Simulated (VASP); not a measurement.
# Cs (P6_3/mmc) in VASP: a series of runs, part 2 of 2

VASP 6.6.1. Earlier steps stand in the parts before.

### 3 Single point, PBEsol

This run uses another cell than the first one, of 110.45 Å³/atom.

The input, POSCAR:

```
Cs
1.0
    5.3998380542      0.0000000000      0.0000000000
   -2.6999190271      4.6763969313      0.0000000000
    0.0000000000      0.0000000000      8.7477376479
Cs
2
Direct
    0.3333333333      0.6666666667      0.2500000000
    0.6666666667      0.3333333333      0.7500000000
```

The input, INCAR.step1:

```
PREC = Accurate
ENCUT = 520
EDIFF = 1E-6
ISMEAR = -1
SIGMA = 0.08
LREAL = F
LASPH = T
NELM = 60
ALGO = Normal
ISIF = 2
LWAVE = F
LCHARG = T
GGA = PS
NBANDS = 16
```

The input, KPOINTS.step1:

```
regular mesh
0
Gamma
  8 8 5
```

The input, INCAR.step2:

```
PREC = Accurate
ENCUT = 520
EDIFF = 1E-6
ISMEAR = -5
SIGMA = 0.08
LREAL = F
LASPH = T
NELM = 60
ALGO = Normal
ISIF = 2
LWAVE = F
LCHARG = F
GGA = PS
LORBIT = 10
NBANDS = 16
NEDOS = 1001
ICHARG = 11
```

The input, KPOINTS.step2:

```
regular mesh
0
Gamma
  12 12 8
```

Potentials or basis: VASP PAW PBE potentials, release 64 (Cs_sv).

Command:

```console
$ cat potpaw_PBE.64/Cs_sv/POTCAR > POTCAR
$ cp INCAR.step1 INCAR
$ cp KPOINTS.step1 KPOINTS
$ mpirun -np 1 vasp_std > vasp.out
$ cp INCAR.step2 INCAR
$ cp KPOINTS.step2 KPOINTS
$ mpirun -np 1 vasp_std > vasp.out
```

OUTCAR:

```text
PREC = Accurate
   ENCUT = 520
   EDIFF = 1E-6
   ISMEAR = -5
   LREAL = F
   LASPH = T
   NELM = 60
   ISIF = 2
   GGA = PS
   LORBIT = 10
   ICHARG = 11

 ion  position               nearest neighbor table
   1  0.333  0.667  0.250-
   2  0.667  0.333  0.750-

  LATTYP: Found a hexagonal cell.
 ALAT       =     5.3998380542
 C/A-ratio  =     1.6200000000

  Lattice vectors:

 A1 = (   5.3998380542,   0.0000000000,   0.0000000000)
 A2 = (  -2.6999190271,   4.6763969313,   0.0000000000)
 A3 = (   0.0000000000,   0.0000000000,   8.7477376479)

Analysis of symmetry for initial positions (statically):
=====================================================================
 Subroutine PRICEL returns:
 Original cell was already a primitive cell.

 Routine SETGRP: Setting up the symmetry group for a
 hexagonal supercell.

 Subroutine GETGRP returns: Found 24 space group operations
 (whereof 12 operations were pure point group operations)
 out of a pool of 24 trial point group operations.

The static configuration has the point symmetry D_3d.
 The point group associated with its full space group is D_6h.

Analysis of symmetry for dynamics (positions and initial velocities):
=====================================================================
 Subroutine PRICEL returns:
 Original cell was already a primitive cell.

 Routine SETGRP: Setting up the symmetry group for a
 hexagonal supercell.

 Subroutine GETGRP returns: Found 24 space group operations
 (whereof 12 operations were pure point group operations)
 out of a pool of 24 trial point group operations.

The dynamic configuration has the point symmetry D_3d.
 The point group associated with its full space group is D_6h.

 Subroutine INISYM returns: Found 24 space group operations
[... 120 lines left out ...]
  volume/ion in A,a.u.               =     110.45       745.34
  Fermi-wavevector in a.u.,A,eV,Ry     =   0.709746  1.341226  6.853793  0.503740
  Thomas-Fermi vector in A             =   1.796410
   LORBIT       =     10    0 simple, 1 ext, 2 COOP (PROOUT), +10 PAW based schemes
   GGA     = PS    functional components
   LHFCALC =     F    Hartree Fock is set to
   AEXX    =    0.0000 exact exchange contribution
   IVDW    =     0    specifies the selected vdW correction
   LEPSILON=     F    determine dielectric tensor
   LRPA    =     F    only Hartree local field effects (RPA)
 non-spin polarized calculation
 Fermi weights with tetrahedron method with Bloechl corrections
  energy-cutoff  :      520.00
  volume of cell :      220.90
 maximum number of plane-waves:      5982

 number of electron      18.0000000 magnetization

 Free energy of the ion-electron system (eV)
  ---------------------------------------------------
  ext. energy  EPLUGINS =         0.00000000
  ---------------------------------------------------
  free energy    TOTEN  =        -1.88525604 eV

  energy without entropy =       -1.88525604  energy(sigma->0) =       -1.88525604

 E-fermi :   0.4702     XC(G=0):  -5.5814

 val. band max:        0.4907355397   @ k =   0.5000   0.0000   0.2500
 cond. band min:       0.4895165456   @ k =   0.4167   0.0000   0.5000
 fundamental gap:     -0.0012189941
 Fermi energy:         0.4701982533

 k-point     1 :       0.0000    0.0000    0.0000
  band No.  band energies     occupation
      1     -23.3426      2.00000
      2     -23.3349      2.00000
      3     -10.2161      2.00000
      4     -10.0805      2.00000
      5     -10.0805      2.00000
      6     -10.0582      2.00000
[... 433 lines left out ...]
      3     -10.1815      2.00000
      4     -10.1563      2.00000
      5     -10.1467      2.00000
      6     -10.1060      2.00000
[... 8 lines left out ...]
     15       2.9517      0.00000
     16       3.7725      0.00000

 [... further k-points ...]

------------------------ aborting loop because EDIFF is reached ----------------------------------------

  FORCE on cell =-STRESS in cart. coord.  units (eV):
  Direction    XX          YY          ZZ          XY          YZ          ZX
  --------------------------------------------------------------------------------------
  -------------------------------------------------------------------------------------
  Total       -0.0462040     -0.0462040     -0.0528954      0.0000000      0.0000000     -0.0000000
  in kB       -0.3351216     -0.3351216     -0.3836549      0.0000000      0.0000000     -0.0000000
  external PRESSURE =      -0.3512994 kB  Pullay stress =       0.0000000 kB

 VOLUME and BASIS-vectors are now :
 -----------------------------------------------------------------------------
  energy-cutoff  :      520.00
  volume of cell :      220.90
      direct lattice vectors                 reciprocal lattice vectors
     5.399838054  0.000000000  0.000000000     0.185190739  0.106919923  0.000000000
    -2.699919027  4.676396931  0.000000000     0.000000000  0.213839846  0.000000000
     0.000000000  0.000000000  8.747737648     0.000000000  0.000000000  0.114315271

 POSITION                                       TOTAL-FORCE (eV/Angst)
 -----------------------------------------------------------------------------------
     -0.00000      3.11760      2.18693         0.000000     -0.000000      0.000000
      2.69992      1.55880      6.56080        -0.000000      0.000000     -0.000000
 -----------------------------------------------------------------------------------
    total drift:                               -0.000000      0.000000     -0.000000

  FREE ENERGIE OF THE ION-ELECTRON SYSTEM (eV)
  ---------------------------------------------------
  free  energy   TOTEN  =        -1.8852560371 eV

  energy  without entropy=       -1.8852560371  energy(sigma->0) =       -1.88525604

 total charge

# of ion       s       p       d       tot
------------------------------------------
    1        1.867   4.671   0.010   6.547
    2        1.867   4.671   0.010   6.547
--------------------------------------------------
tot          3.734   9.341   0.020  13.095
```

OSZICAR.step1:

```text
N       E                     dE             d eps       ncg     rms          rms(c)
DAV:   1     0.135998792083E+03    0.13600E+03   -0.59977E+03   960   0.817E+02
DAV:   2     0.154009039177E+02   -0.12060E+03   -0.11597E+03  1472   0.150E+02
DAV:   3    -0.155026461938E+01   -0.16951E+02   -0.16863E+02  1248   0.607E+01
DAV:   4    -0.190667703693E+01   -0.35641E+00   -0.35638E+00  1264   0.102E+01
DAV:   5    -0.190930894692E+01   -0.26319E-02   -0.26319E-02  1328   0.898E-01    0.178E-01
DAV:   6    -0.190898064939E+01    0.32830E-03   -0.23372E-03  1280   0.229E-01    0.124E-01
DAV:   7    -0.190947128487E+01   -0.49064E-03   -0.44012E-03  1224   0.324E-01    0.451E-02
DAV:   8    -0.190961203761E+01   -0.14075E-03   -0.19494E-04  1240   0.710E-02    0.107E-02
DAV:   9    -0.190961594635E+01   -0.39087E-05   -0.16609E-05  1336   0.203E-02    0.419E-03
DAV:  10    -0.190961556041E+01    0.38595E-06   -0.11385E-06  1008   0.469E-03
   1 F= -.19096156E+01 E0= -.18813951E+01  d E =-.564408E-01
```

It took 1.7 min on 1 thread of Intel Xeon 6975P-C (Granite Rapids), shared host; peak memory 0.46 GiB.

Results:

```yaml
Valence_electrons_inside_the_program's_atomic_spheres: Cs 6.55
```

Caveat: the PAW data sets were made with another functional, which shifts forces and pressure a little; spin-orbit coupling is left out, which moves the levels of the heavy elements.

### 4 Single point, PBEsol (110.45 Å³/atom)

This run uses another cell than the first one, of 110.45 Å³/atom.

POSCAR is that of step 3.

The input, INCAR.step1:

```
SYSTEM = Cs
PREC = Accurate ; ENCUT = 520
EDIFF = 1E-7 ; ISMEAR = -1
SIGMA = 0.08 ; LREAL = .FALSE.
LASPH = .TRUE. ; NELM = 80
ALGO = Normal ; ISIF = 2
LWAVE = .FALSE. ; LCHARG = .TRUE.
GGA = PS ; NBANDS = 16
```

The input, KPOINTS.step1:

```
Automatic mesh
0
G
  8 8 5
  0 0 0
```

The input, INCAR.step2:

```
SYSTEM = Cs
PREC = Accurate ; ENCUT = 520
EDIFF = 1E-7 ; ISMEAR = -5
SIGMA = 0.08 ; LREAL = .FALSE.
LASPH = .TRUE. ; NELM = 80
ALGO = Normal ; ISIF = 2
LWAVE = .FALSE. ; LCHARG = .FALSE.
GGA = PS ; LORBIT = 11
NEDOS = 1001 ; ICHARG = 11
```

The input, KPOINTS.step2:

```
Automatic mesh
0
G
  12 12 8
  0 0 0
```

Potentials or basis: VASP PAW PBE potentials, release 64 (Cs_sv).

Command:

```console
$ cat potpaw_PBE.64/Cs_sv/POTCAR > POTCAR
$ cp INCAR.step1 INCAR
$ cp KPOINTS.step1 KPOINTS
$ mpirun -np 1 vasp_std > vasp.out
$ cp INCAR.step2 INCAR
$ cp KPOINTS.step2 KPOINTS
$ mpirun -np 1 vasp_std > vasp.out
```

OUTCAR:

```text
SYSTEM = Cs
   PREC = Accurate
   ENCUT = 520
   EDIFF = 1E-7
   ISMEAR = -5
   LREAL = .FALSE.
   LASPH = .TRUE.
   NELM = 80
   ISIF = 2
   GGA = PS
   LORBIT = 11
   ICHARG = 11

 ion  position               nearest neighbor table
   1  0.333  0.667  0.250-
   2  0.667  0.333  0.750-

  LATTYP: Found a hexagonal cell.
 ALAT       =     5.3998380542
 C/A-ratio  =     1.6200000000

  Lattice vectors:

 A1 = (   5.3998380542,   0.0000000000,   0.0000000000)
 A2 = (  -2.6999190271,   4.6763969313,   0.0000000000)
 A3 = (   0.0000000000,   0.0000000000,   8.7477376479)
[... 576 lines left out ...]
  -------------------------------------------------------------------------------------
  Total       -0.0469604     -0.0469604     -0.0534067      0.0000000     -0.0000000      0.0000000
  in kB       -0.3406079     -0.3406079     -0.3873631      0.0000000     -0.0000000      0.0000000
  external PRESSURE =      -0.3561930 kB  Pullay stress =       0.0000000 kB

 VOLUME and BASIS-vectors are now :
 -----------------------------------------------------------------------------
  energy-cutoff  :      520.00
  volume of cell :      220.90
      direct lattice vectors                 reciprocal lattice vectors
     5.399838054  0.000000000  0.000000000     0.185190739  0.106919923  0.000000000
    -2.699919027  4.676396931  0.000000000     0.000000000  0.213839846  0.000000000
     0.000000000  0.000000000  8.747737648     0.000000000  0.000000000  0.114315271

 POSITION                                       TOTAL-FORCE (eV/Angst)
 -----------------------------------------------------------------------------------
     -0.00000      3.11760      2.18693         0.000000      0.000000      0.000000
      2.69992      1.55880      6.56080         0.000000     -0.000000     -0.000000
 -----------------------------------------------------------------------------------
    total drift:                               -0.000000      0.000000     -0.000000

  FREE ENERGIE OF THE ION-ELECTRON SYSTEM (eV)
  ---------------------------------------------------
  free  energy   TOTEN  =        -1.8852560634 eV

  energy  without entropy=       -1.8852560634  energy(sigma->0) =       -1.88525606

 total charge

# of ion       s       p       d       tot
------------------------------------------
    1        1.867   4.671   0.010   6.547
    2        1.867   4.671   0.010   6.547
--------------------------------------------------
tot          3.734   9.341   0.020  13.095
```

OUTCAR.step1:

```text
SYSTEM = Cs
   PREC = Accurate
   ENCUT = 520
   EDIFF = 1E-7
   ISMEAR = -1
   LREAL = .FALSE.
[... 680 lines left out ...]
     -0.00000      3.11760      2.18693         0.000000     -0.000000      0.000000
      2.69992      1.55880      6.56080        -0.000000      0.000000      0.000000
 -----------------------------------------------------------------------------------
    total drift:                               -0.000000      0.000000     -0.000000

  FREE ENERGIE OF THE ION-ELECTRON SYSTEM (eV)
  ---------------------------------------------------
  free  energy   TOTEN  =        -1.9096154702 eV

  energy  without entropy=       -1.8531743366  energy(sigma->0) =       -1.88139490
```

OSZICAR.step1:

```text
N       E                     dE             d eps       ncg     rms          rms(c)
DAV:   1     0.135998792083E+03    0.13600E+03   -0.59977E+03   960   0.817E+02
DAV:   2     0.154009039177E+02   -0.12060E+03   -0.11597E+03  1472   0.150E+02
DAV:   3    -0.155026461938E+01   -0.16951E+02   -0.16863E+02  1248   0.607E+01
DAV:   4    -0.190667703693E+01   -0.35641E+00   -0.35638E+00  1264   0.102E+01
DAV:   5    -0.190930894692E+01   -0.26319E-02   -0.26319E-02  1328   0.898E-01    0.178E-01
DAV:   6    -0.190898064939E+01    0.32830E-03   -0.23372E-03  1280   0.229E-01    0.124E-01
DAV:   7    -0.190947128487E+01   -0.49064E-03   -0.44012E-03  1224   0.324E-01    0.451E-02
DAV:   8    -0.190961203761E+01   -0.14075E-03   -0.19494E-04  1240   0.710E-02    0.107E-02
DAV:   9    -0.190961594635E+01   -0.39087E-05   -0.16609E-05  1336   0.203E-02    0.419E-03
DAV:  10    -0.190961556723E+01    0.37912E-06   -0.12057E-06  1256   0.469E-03    0.770E-04
DAV:  11    -0.190961541969E+01    0.14754E-06   -0.40998E-08  1144   0.119E-03    0.290E-04
DAV:  12    -0.190961547018E+01   -0.50484E-07   -0.14579E-08   840   0.616E-04
   1 F= -.19096155E+01 E0= -.18813949E+01  d E =-.564411E-01
```

Wall time 2.2 min (1 thread of Intel Xeon 6975P-C (Granite Rapids), shared host); peak memory 0.44 GiB.

Results:

```yaml
Valence_electrons_inside_the_program's_atomic_spheres: Cs 6.55
```

Caveat: the PAW data sets were made with another functional, which shifts forces and pressure a little; spin-orbit coupling is left out, which moves the levels of the heavy elements.
